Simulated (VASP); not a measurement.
Y2GeS, 4 atoms in the cell. It takes space group I4/mmm (No. 139, tetragonal). The conventional cell has a = 5.489 Å, b = 5.489 Å, c = 9.456 Å, α = 90.00°, β = 90.00°, γ = 90.00°. Within 3.6 Å of Y (site symmetry mmm) lie 2 Ge at 2.74 Å and 2 S at 2.74 Å. Ge (site symmetry 4/mmm) has 4 Y at 2.74 Å within 3.6 Å. S (site symmetry 4/mmm) has 4 Y at 2.74 Å within 3.6 Å. The cell was generated, and may not be a known phase.

```yaml
Program: VASP 6.6.1
Task: single point
Functional: PBE
Potentials_or_basis: VASP PAW PBE potentials, release 64 (Y_sv, Ge_d, S)
Cutoff: 520 eV
k_mesh: 12 × 12 × 12
Occupations: gaussian, width 0.1 eV
Spin: no spin polarisation
Dipole_correction: no
Further_INCAR_settings: ALGO = Normal; EDIFF = 1e-06; NBANDS = 29
```

Potentials or basis: VASP PAW PBE potentials, release 64 (Y_sv, Ge_d, S).

Command:

```sh
$ cat potpaw_PBE.64/Y_sv/POTCAR potpaw_PBE.64/Ge_d/POTCAR potpaw_PBE.64/S/POTCAR > POTCAR
$ mpirun -np 1 vasp_std > vasp.out
```

Hardware: 1 thread of Intel(R) Xeon(R) 6975P-C (Granite Rapids), on a shared host.

Q: Estimate the wall time of this run.

A: Run time: 7 min on 1 thread of Intel(R) Xeon(R) 6975P-C (Granite Rapids), on a shared host, peak memory 0.85 GiB. Counts: scf iterations 14, k points 163.
